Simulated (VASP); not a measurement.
A run of VASP 6.6.1:

Contents of POSCAR:

```
BN
1.0
    2.5009753125      0.0000000000      0.0000000000
   -1.2504876563      2.1659081548      0.0000000000
    0.0000000000      0.0000000000      6.6679368154
B N
2 2
Direct
    0.3333333333      0.6666666667      0.2500000000
    0.6666666667      0.3333333333      0.7500000000
    0.3333333333      0.6666666667      0.7500000000
    0.6666666667      0.3333333333      0.2500000000
```

INCAR.step1

```
  ALGO = Normal
  EDIFF = 1E-4
  ENCUT = 520
  GGA = PE
  ISMEAR = 0
  LASPH = True
  LCHARG = False
  LREAL = False
  LWAVE = True
  NBANDS = 16
  NELM = 60
  PREC = Accurate
  SIGMA = 0.05
```

The input INCAR.step2:

```
  ALGO = Normal
  EDIFF = 1E-6
  ENCUT = 520
  ISIF = 2
  ISMEAR = 0
  ISTART = 1
  LASPH = True
  LCHARG = False
  LMIXTAU = True
  LREAL = False
  LWAVE = False
  METAGGA = R2SCAN
  NBANDS = 16
  NELM = 60
  PREC = Accurate
  SIGMA = 0.05
```

Contents of KPOINTS:

```
k-points
0
Gamma
  12 12 4
```

Potentials or basis: VASP PAW PBE potentials, release 64 (B, N).

Launch:

```console
$ cat potpaw_PBE.64/B/POTCAR potpaw_PBE.64/N/POTCAR > POTCAR
$ cp INCAR.step1 INCAR
$ mpirun -np 1 vasp_std > vasp.out
$ cp INCAR.step2 INCAR
$ mpirun -np 1 vasp_std > vasp.out
```

Hardware: 1 thread of AMD EPYC 7R43 64-Core Processor (Zen 3) (shared host).

How long does it take, and how much memory?

It took 2.7 min on 1 thread of AMD EPYC 7R43 64-Core Processor (Zen 3), with other jobs on the host, peak memory 0.13 GiB. Counts: k points 57.
